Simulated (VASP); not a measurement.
# SiC (Moissanite 3C) in VASP: a series of runs, part 2 of 2

VASP 6.6.1.

## 4. Single point, PBEsol

This run uses another cell than the first one, of 10.14 Å³/atom, 1.022 times its volume.

INCAR reads:

```
SYSTEM = SiC
PREC = Accurate ; ENCUT = 600
EDIFF = 1E-6 ; ISMEAR = -1
SIGMA = 0.05 ; LREAL = .False.
LASPH = .True. ; NELM = 120
ALGO = Normal ; ISIF = 2
LWAVE = .False. ; LCHARG = .False.
GGA = PS ; NBANDS = 11
GGA_COMPAT = .False.
```

KPOINTS reads:

```
Automatic mesh
0
Gamma
  9 9 9
  0 0 0
```

POSCAR reads:

```
SiC
1.0
    0.0000000000      2.1790000000      2.1354200000
    2.1790000000      0.0000000000      2.1354200000
    2.1790000000      2.1790000000      0.0000000000
Si C
1 1
Direct
    0.0000000000      0.0000000000      0.0000000000
    0.7500000000      0.7500000000      0.7500000000
```

Potentials or basis: VASP PAW PBE potentials, release 64 (Si, C).

Launch:

```bash
$ cat potpaw_PBE.64/Si/POTCAR potpaw_PBE.64/C/POTCAR > POTCAR
$ mpirun -np 1 vasp_std > vasp.out
```

OUTCAR:

```text
SYSTEM = SiC
   PREC = Accurate
   ENCUT = 600
   EDIFF = 1E-6
   ISMEAR = -1
   LREAL = .False.
   LASPH = .True.
   NELM = 120
   ISIF = 2
   GGA = PS

 ion  position               nearest neighbor table
   1  0.000  0.000  0.000-   2 1.87   2 1.87   2 1.87   2 1.87
   2  0.750  0.750  0.750-   1 1.87   1 1.87   1 1.87   1 1.87

  LATTYP: Found a body centered tetragonal cell.
 ALAT       =     3.0815713524
 C/A-ratio  =     1.3859292911

  Lattice vectors:

 A1 = (   0.0000000000,  -2.1790000000,  -2.1354200000)
 A2 = (   0.0000000000,   2.1790000000,  -2.1354200000)
 A3 = (   2.1790000000,   0.0000000000,   2.1354200000)

Analysis of symmetry for initial positions (statically):
=====================================================================
 Subroutine PRICEL returns:
 Original cell was already a primitive cell.

 Routine SETGRP: Setting up the symmetry group for a
 body centered tetragonal supercell.

 Subroutine GETGRP returns: Found  8 space group operations
 (whereof  8 operations were pure point group operations)
 out of a pool of 16 trial point group operations.

[... 162 lines left out ...]

 val. band max:        8.3751250766   @ k =   0.0000   0.0000   0.0000
 cond. band min:       9.5380034814   @ k =   0.4444   0.4444   0.0000
 fundamental gap:      1.1628784047
 Fermi energy:         8.9506398601

 k-point     1 :       0.0000    0.0000    0.0000
  band No.  band energies     occupation
      1      -7.2987      2.00000
      2       8.2422      2.00000
      3       8.2422      2.00000
      4       8.3751      1.99998
      5      14.7053      0.00000
      6      15.6354      0.00000
      7      15.6877      0.00000
      8      15.6877      0.00000
      9      22.5493      0.00000
     10      23.1519      0.00000
     11      24.8645      0.00000
[... 309 lines left out ...]
 k-point    24 :       0.4444    0.4444    0.0000
  band No.  band energies     occupation
      1      -2.5192      2.00000
      2       1.1071      2.00000
      3       4.9594      2.00000
      4       4.9594      2.00000
      5       9.5380      0.00002
      6      12.4224      0.00000
      7      22.1456      0.00000
      8      22.1456      0.00000
      9      23.2255      0.00000
     10      27.9711      0.00000
     11      31.0897      0.00000

 [... further k-points ...]
[... 5 lines left out ...]
  --------------------------------------------------------------------------------------
  -------------------------------------------------------------------------------------
  Total        0.3846653      0.3846653      1.0018954      0.0000000      0.0000000     -0.0000000
  in kB       30.3924612     30.3924612     79.1598944      0.0000000      0.0000000     -0.0000000
  external PRESSURE =      46.6482722 kB  Pullay stress =       0.0000000 kB

 VOLUME and BASIS-vectors are now :
 -----------------------------------------------------------------------------
  energy-cutoff  :      600.00
  volume of cell :       20.28
      direct lattice vectors                 reciprocal lattice vectors
     0.000000000  2.179000000  2.135420000    -0.229463056  0.229463056  0.234145976
     2.179000000  0.000000000  2.135420000     0.229463056 -0.229463056  0.234145976
     2.179000000  2.179000000  0.000000000     0.229463056  0.229463056 -0.234145976

 POSITION                                       TOTAL-FORCE (eV/Angst)
 -----------------------------------------------------------------------------------
      0.00000      0.00000      0.00000         0.000000      0.000000      0.000000
      3.26850      3.26850      3.20313        -0.000000     -0.000000     -0.000000
 -----------------------------------------------------------------------------------
    total drift:                               -0.000000     -0.000000     -0.000000

  FREE ENERGIE OF THE ION-ELECTRON SYSTEM (eV)
  ---------------------------------------------------
  free  energy   TOTEN  =       -15.9051788079 eV

  energy  without entropy=      -15.9051787460  energy(sigma->0) =      -15.90517878
```

stdout:

```text
POSCAR found type information on POSCAR SiC
 POSCAR found :  2 types and       2 ions
 scaLAPACK will be used
 -----------------------------------------------------------------------------
|                                                                             |
|                                                                             |
|     You enforced a specific xc type in the INCAR file but a different       |
|     I HOPE YOU KNOW WHAT YOU ARE DOING!                                     |
|                                                                             |
 -----------------------------------------------------------------------------

 LDA part: xc-table for (Slater+PW92), standard interpolation
 POSCAR, INCAR and KPOINTS ok, starting setup
 FFT: planning ... GRIDC
 FFT: planning ... GRID_SOFT
 FFT: planning ... GRID
 WAVECAR not read
 entering main loop
```

It took 9 s on 1 thread of Intel Xeon Platinum 8488C (Sapphire Rapids), shared host; peak memory 0.14 GiB.

What came out:

```yaml
Free_energy: -15.9052 eV
Pressure: 4.7 GPa
Band_gap_on_the_k_mesh: 1.16 eV, indirect (least direct gap 4.52 eV)
```

Caveat: the PAW data sets were made with another functional, which shifts forces and pressure a little. A k mesh can miss the band edges.

## 5. Single point, PBEsol

This run uses another cell than the first one, of 10.24 Å³/atom, 1.033 times its volume.

INCAR reads:

```
ALGO = Normal ; EDIFF = 1E-6
ENCUT = 600 ; GGA = PS
GGA_COMPAT = F ; ISIF = 2
ISMEAR = -1 ; LASPH = T
LCHARG = T ; LELF = T
LREAL = F ; LVHAR = T
LWAVE = F ; NBANDS = 11
NELM = 120 ; PREC = Accurate
SIGMA = 0.05
```

KPOINTS reads:

```
k-points
0
Gamma
  9 9 9
```

POSCAR reads:

```
SiC
1.0
    0.0000000000      2.1790000000      2.1572100000
    2.1790000000      0.0000000000      2.1572100000
    2.1790000000      2.1790000000      0.0000000000
Si C
1 1
Direct
    0.0000000000      0.0000000000      0.0000000000
    0.7500000000      0.7500000000      0.7500000000
```

Launch:

```bash
$ cat potpaw_PBE.64/Si/POTCAR potpaw_PBE.64/C/POTCAR > POTCAR
$ mpirun -np 1 vasp_std > vasp.out
```

Wall time 9.1 s (1 thread of Intel Xeon Platinum 8488C (Sapphire Rapids), shared host); peak memory 0.14 GiB.

The run converged. Its results:

```
Free energy            : -15.9130 eV
Pressure               : 2.3 GPa
Band gap on the k mesh : 1.27 eV, indirect (least direct gap 4.52 eV)
```

Stress tensor (GPa, compression positive):
```
1.48 0.00 0.00
0.00 1.48 0.00
0.00 0.00 3.96
```

Levels at points of the mesh, in eV from the valence-band top:
```csv
k point,band 1,band 2,band 3,band 4,band 5,band 6,band 7,band 8,band 9
"(0.00, 0.00, 0.00)",-15.55,-0.07,-0.07,0.00,6.26,7.25,7.28,7.28,14.32
```

Caveat: the PAW data sets were made with another functional, which shifts forces and pressure a little. A k mesh can miss the band edges.

## 6. Single point, PBEsol

This run uses another cell than the first one, of 10.45 Å³/atom, 1.054 times its volume.

INCAR reads:

```
SYSTEM = SiC
ALGO     = Normal         ! electronic algorithm
EDIFF    = 1E-6           ! SCF threshold, eV
ENCUT    = 600            ! plane-wave cutoff, eV
GGA      = PS             ! functional
GGA_COMPAT= .False.      
ISIF     = 2              ! what is computed and relaxed
ISMEAR   = -1             ! smearing method
LASPH    = .True.         ! aspherical terms in the spheres
LCHARG   = .True.         ! write CHGCAR
LELF     = .True.         ! ELF
LREAL    = .False.        ! projectors in reciprocal space
LVHAR    = .True.       
LWAVE    = .False.        ! write WAVECAR
NBANDS   = 11             ! bands
NELM     = 120            ! most SCF steps
PREC     = Accurate       ! precision mode
SIGMA    = 0.05           ! smearing width, eV
```

KPOINTS reads:

```
k-points
0
Gamma
  9 9 9
  0 0 0
```

POSCAR reads:

```
SiC
1.0
    0.0000000000      2.1790000000      2.2007900000
    2.1790000000      0.0000000000      2.2007900000
    2.1790000000      2.1790000000      0.0000000000
Si C
1 1
Direct
    0.0000000000      0.0000000000      0.0000000000
    0.7500000000      0.7500000000      0.7500000000
```

Potentials or basis: VASP PAW PBE potentials, release 64 (Si, C).

Launch:

```bash
$ cat potpaw_PBE.64/Si/POTCAR potpaw_PBE.64/C/POTCAR > POTCAR
$ mpirun -np 1 vasp_std > vasp.out
```

Wall time 15 s (1 thread of Intel Xeon Platinum 8488C (Sapphire Rapids), shared host); peak memory 0.16 GiB.

The run converged. Its results:

```
Free energy            : -15.9135 eV
Pressure               : -2.1 GPa
Band gap on the k mesh : 1.34 eV, indirect (least direct gap 4.50 eV)
```

Stress tensor (GPa, compression positive):
```
-1.27  0.00  0.00
 0.00 -1.27  0.00
 0.00  0.00 -3.83
```

Levels at points of the mesh, in eV from the valence-band top:
```
           k point  band 2  band 3  band 4  band 5  band 6  band 7
(0.00, 0.00, 0.00)   -0.07    0.00    0.00    6.05    7.14    7.14
```

Caveat: the PAW data sets were made with another functional, which shifts forces and pressure a little.

## 7. Overview

```tsv
cell	k mesh	gap on the mesh (eV)	pressure (GPa)
a = 3.038 Å, angles 60.0°, 2 atoms	10 × 10 × 10	1.19	10.3
a = 3.021, b = 3.021, c = 3.082 Å, angles 59.3, 59.3, 61.3°, 2 atoms	9 × 9 × 9	0.95	9.7
a = 3.051, b = 3.051, c = 3.082 Å, angles 59.7, 59.7, 60.7°, 2 atoms	9 × 9 × 9	1.16	4.7
a = 3.066, b = 3.066, c = 3.082 Å, angles 59.8, 59.8, 60.3°, 2 atoms	9 × 9 × 9	1.27	2.3
a = 3.097, b = 3.097, c = 3.082 Å, angles 60.2, 60.2, 59.7°, 2 atoms	9 × 9 × 9	1.34	-2.1
```

Alike in all rows: task single point; level PBEsol; potentials or basis VASP PAW PBE potentials, release 64 (Si, C); no spin polarisation; cutoff (eV) 600; smearing fermi-dirac 0.05 eV.

Caveats: the PAW data sets were made with another functional, which shifts forces and pressure a little.

Absolute energies hang on the potentials; compare differences alone.
